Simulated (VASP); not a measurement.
SrO:

```
CELL_PARAMETERS angstrom
0.00000 2.53500 2.53500
2.53500 0.00000 2.53500
2.53500 2.53500 0.00000
ATOMIC_POSITIONS crystal
Sr 0.00000 0.00000 0.00000
O 0.50000 0.50000 0.50000
```

This cell differs from its parent crystal: strain -1.7%.

Base run:

```yaml
Program: VASP 6.6.1
Functional: PBE
Potentials_or_basis: VASP PAW PBE potentials, release 64 (Sr_sv, O)
Cutoff: 520 eV
k_mesh: 8 × 8 × 8
Occupations: fermi-dirac, width 0.02 eV
Spin: no spin polarisation
```

Its results: band gap on the k mesh 3.24 eV (least direct gap 3.29 eV); pressure 8.0 GPa.

**Question.** The run is repeated on the same cell with these changes: functional from PBE to r2SCAN; occupations from fermi-dirac, width 0.02 eV to gaussian, width 0.01 eV. What comes out?

**Answer.** Band gap on the k mesh 3.72 eV (least direct gap 3.77 eV); pressure 6.2 GPa.

Caveats: the cell stands under pressure; the PAW data sets were made with another functional, which shifts forces and pressure a little (at least some runs).

A k mesh can miss the band edges.
